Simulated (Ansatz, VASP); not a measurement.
# Two plane-wave programs on CdS

```
Cd S
1.0
     4.07381    0.00000    0.00000
    -2.03690    3.52802    0.00000
     0.00000    0.00000    6.63896
Cd S
2 2
Direct
  0.66667 0.33333 0.50046
  0.33333 0.66667 0.00046
  0.66667 0.33333 0.87654
  0.33333 0.66667 0.37654
```

Alike in both runs: functional LDA; k mesh 9 × 9 × 4; occupations gaussian, width 0.02 eV; no spin polarisation.

Ansatz relaxed the structure, and its values are those at the end. VASP's run is a single point on that final structure, the one shown.

|  | VASP | Ansatz |
| --- | --- | --- |
| version | VASP 6.6.1 | Ansatz 0.2.0 |
| potentials or method | VASP PAW LDA potentials, release 64 (Cd, S), cutoff 520 eV | scalar-relativistic, plane waves, PAW |
| valence electrons in the cell | 36 | 52 |

|  | VASP | Ansatz | Ansatz less VASP |
| --- | --- | --- | --- |
| gap on the k mesh at the Fermi level (eV) | 1.06 | 1.03 | -0.029 |
| least direct gap on the mesh (eV) | 1.06 | 1.03 | -0.029 |
| pressure (GPa) | 0.5 | 0.0 | -0.54 |

Ansatz warns that its potentials were made for another functional, while VASP's fit it. LDA's correlation is that of Perdew and Zunger in VASP and of Perdew and Wang (1992) in Ansatz. VASP's potentials hold 36 valence electrons a cell and Ansatz's 52, so a difference there can come from the potentials and not from the codes.
